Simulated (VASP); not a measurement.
Ge: relaxation of cell and atoms with PBE

The system is Ge.

```
Ge
1.0
    -3.97286    3.97286    3.97286
     3.97286   -3.97286    3.97286
     3.97286    3.97286   -3.97286
Ge
8
Direct
  0.31952 0.31952 0.31952
  0.00000 0.00000 0.68048
  0.00000 0.68048 0.00000
  0.68048 0.00000 0.00000
  0.68048 0.68048 0.68048
  0.00000 0.00000 0.31952
  0.00000 0.31952 0.00000
  0.31952 0.00000 0.00000
```

The cell was built from a structure type or drawn by symmetry, and may not be a known phase.

- Program: VASP 6.6.1
- Task: relaxation of cell and atoms
- Functional: PBE
- Potentials or basis: VASP PAW PBE potentials, release 64 (Ge_d)
- Cutoff: 600 eV
- k mesh: 8 × 8 × 8
- Occupations: gaussian, width 0.1 eV
- Spin: no spin polarisation
- Dipole correction: no
- Further INCAR settings: ALGO = Fast; EDIFF = 1e-06; IBRION = 2; EDIFFG = -0.01; NSW = 100; ISIF = 3

```yaml
Relaxed_volume: 31.17 Å³/atom
Relaxed_cell: a = 6.868 Å, b = 6.868 Å, c = 6.868 Å, α = 109.47°, β = 109.47°, γ = 109.47°
Space_group_after_relaxing_to_0.1_Å: Im-3m (No. 229)
Energy_gained_by_relaxing: 0.1 meV/atom
Ionic_steps: 6
Pressure_after_relaxing: 0.0 GPa
Band_gap_on_the_k_mesh: zero (bands 56 and 57 overlap by 0.10 eV)
```

Forces on the atoms (eV/Å):
```
Ge  -0.001 -0.001 -0.001
Ge   0.001  0.001 -0.001
Ge   0.001 -0.001  0.001
Ge  -0.001  0.001  0.001
Ge   0.001  0.001  0.001
Ge  -0.001 -0.001  0.001
Ge  -0.001  0.001 -0.001
Ge   0.001 -0.001 -0.001
```

Step by step:
| step | energy change (eV) | largest force (eV/Å) | pressure (GPa) | volume (Å³) |
| --- | --- | --- | --- | --- |
| 1 | 0.0000 | 0.0224 | -0.21 | 250.82 |
| 2 | -0.0009 | 0.0199 | 0.05 | 249.30 |
| 3 | -0.0009 | 0.0243 | 0.01 | 249.53 |
| 4 | -0.0009 | 0.0195 | 0.06 | 249.46 |
| 5 | -0.0009 | 0.0244 | -0.05 | 249.50 |
| 6 | -0.0010 | 0.0020 | -0.01 | 249.39 |

Final structure:
```cif
data_structure
_symmetry_space_group_name_H-M 'P 1'
_symmetry_Int_Tables_number 1
_cell_length_a 6.8681
_cell_length_b 6.8681
_cell_length_c 6.8681
_cell_angle_alpha 109.471
_cell_angle_beta 109.471
_cell_angle_gamma 109.471
_cell_volume 249.39
loop_
_atom_site_label
_atom_site_type_symbol
_atom_site_fract_x
_atom_site_fract_y
_atom_site_fract_z
_atom_site_occupancy
Ge1 Ge 0.31980 0.31980 0.31980 1
Ge2 Ge 0.00000 0.00000 0.68020 1
Ge3 Ge 0.00000 0.68020 0.00000 1
Ge4 Ge 0.68020 0.00000 0.00000 1
Ge5 Ge 0.68020 0.68020 0.68020 1
Ge6 Ge 0.00000 0.00000 0.31980 1
Ge7 Ge 0.00000 0.31980 0.00000 1
Ge8 Ge 0.31980 0.00000 0.00000 1
```

Levels at points of the mesh, in eV from the Fermi level:
| k point | band 53 | band 54 | band 55 | band 56 | band 57 | band 58 | band 59 | band 60 |
| --- | --- | --- | --- | --- | --- | --- | --- | --- |
| (0.00, 0.00, 0.00) | -2.20 | -0.76 | -0.10 | -0.10 | -0.10 | 1.09 | 1.09 | 1.09 |
| (0.50, 0.00, 0.00) | -1.86 | -1.18 | -0.94 | -0.71 | 1.17 | 1.54 | 2.09 | 2.14 |
| (0.50, 0.50, 0.50) | -2.87 | 0.00 | 0.00 | 0.00 | 0.43 | 1.91 | 1.91 | 1.91 |

Wall time 57 min on 1 thread of Oxide Virtual Turin-like Processor (shared host), peak memory 0.68 GiB.

Caveat: semilocal functionals underestimate gaps, so a narrow gap can read as zero.
